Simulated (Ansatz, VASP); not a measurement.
**Pd: VASP beside Ansatz**

File INCAR:

```
PREC = Accurate
ENCUT = 520
EDIFF = 1E-6
ISMEAR = -1
SIGMA = 0.05
LREAL = False
LASPH = True
NELM = 60
ALGO = Normal
ISIF = 2
LWAVE = False
LCHARG = False
GGA = PE
NBANDS = 11
```

File KPOINTS:

```
Automatic mesh
0
Gamma
  18 18 18
```

The input POSCAR:

```
Pd
1.0
    0.0000000000      1.9449000000      1.9449000000
    1.9449000000      0.0000000000      1.9449000000
    1.9449000000      1.9449000000      0.0000000000
Pd
1
Direct
    0.0000000000      0.0000000000      0.0000000000
```

Input for Ansatz:

```yaml
crystal:
  lattice:
    - [0.0, 1.9449, 1.9449]
    - [1.9449, 0.0, 1.9449]
    - [1.9449, 1.9449, 0.0]
  atoms:
    - { symbol: Pd, position: [0.0, 0.0, 0.0] }
kpoints:
  mp_grid: { grid: [18, 18, 18] }
scf:
  occupations: { method: fermi_dirac, width: 0.05 }
hamiltonian:
  xc: pbe
  pseudopotentials: { kind: all_electron, lapw: { basis_error: 0.00025 } }
output:
  forces: true
  stress: true
  eigenvalues: true
basis:
  ecutwfc: 500
```

Alike in both runs: task single point; functional PBE; k mesh 18 × 18 × 18; occupations fermi-dirac, width 0.05 eV; no spin polarisation.

|  | VASP | Ansatz |
| --- | --- | --- |
| version | VASP 6.6.1 | Ansatz 0.2.0 |
| potentials or method | VASP PAW PBE potentials, release 64 (Pd), cutoff 520 eV | all-electron LAPW, scalar-relativistic |

```tsv
	VASP	Ansatz	Ansatz less VASP
pressure (GPa)	7.3	7.5	+0.25
```

Ansatz ran all-electron here, and VASP with PAW potentials.
